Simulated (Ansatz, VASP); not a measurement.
**One calculation of O, two programs**

```xyz
2
Lattice="1.6408 0.9473 3.6558 -1.6408 0.9473 3.6558 0.0000 -1.8946 3.6558" Properties=species:S:1:pos:R:3 pbc="T T T"
O     0.0000    0.0000    0.5990
O     0.0000    0.0000   10.3685
```

Change from the starting cell: volume scaled by 0.94.

Alike in both runs: task single point; functional PBE; k mesh 9 × 9 × 9; occupations fermi-dirac, width 0.05 eV; no spin polarisation.

|  | VASP | Ansatz |
| --- | --- | --- |
| version | VASP 6.6.1 | Ansatz 0.2.0 |
| potentials or method | VASP PAW PBE potentials, release 64 (O), cutoff 520 eV | all-electron LAPW, scalar-relativistic |

```tsv
	VASP	Ansatz	Ansatz less VASP
gap on the k mesh at the Fermi level (eV)	none	none	-
pressure (GPa)	2.5	0.1	-2.36
traceless stress, the component that is largest in VASP (GPa)	13.19	7.93	-5.259
rms of the force components (eV/Å)	1.625	0.807	-0.8180
```

Atom by atom the forces differ by 0.818 eV/Å (rms over components). A gap of «none» marks a metal or a gap that the smearing closes. Ansatz ran all-electron here, and VASP with PAW potentials.

Noted on VASP's run: the standard files for N, O and F lose accuracy on very short bonds; spin is off for a triplet molecule. Noted on Ansatz's run: spin is off for a triplet molecule.
